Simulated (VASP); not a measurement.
Runs of VASP 6.6.1 on WS2. The structure is that of space group R3m (No. 160), or close to it. The cells are those of the table. 

```csv
cell,gap on the mesh (eV),pressure (GPa),largest force (eV/Å)
"a = 5.470 Å, angles 32.9°, 3 atoms",none,52.5,6.27
"a = 5.750 Å, angles 31.5°, 3 atoms",none,(a),3.72
"a = 5.476 Å, angles 33.2°, 3 atoms",none,45.4,5.81
"a = 5.494 Å, angles 34.1°, 3 atoms",none,27.3,4.48
"a = 5.464 Å, angles 32.6°, 3 atoms",none,60.2,6.77
"a = 5.482 Å, angles 33.5°, 3 atoms",none,38.9,5.37
"a = 5.488 Å, angles 33.8°, 3 atoms",none,32.9,4.91
"a = 5.756 Å, angles 31.8°, 3 atoms",none,(b),3.36
"a = 5.745 Å, angles 31.2°, 3 atoms",none,33.8,4.11
"a = 5.739 Å, angles 30.9°, 3 atoms",none,40.1,4.53
```

Alike in all rows: task single point; level PBE+D3(BJ); potentials or basis VASP PAW PBE potentials, release 64 (W_sv, S); no spin polarisation; k mesh 12 × 12 × 12; cutoff (eV) 520; smearing gaussian 0.05 eV.

Task: Fill in the values left out.

Result: (a) 28.0; (b) 22.7.

Caveats: spin-orbit coupling is left out, which moves the levels of the heavy elements; forces of over 1 eV/Å act on the atoms, so gaps and moduli don't describe the material at rest; the stress differs along the axes, from 42 to 74 GPa (at least some runs); the stress differs along the axes, from 21 to 42 GPa (at least some runs); the stress differs along the axes, from 34 to 68 GPa (at least some runs); the stress differs along the axes, from 16 to 50 GPa (at least some runs); the stress differs along the axes, from 50 to 81 GPa (at least some runs).

A k mesh can miss the band edges, and the runs leave out spin-orbit coupling on W.

A gap of «none» marks levels without a gap at the run's occupations.
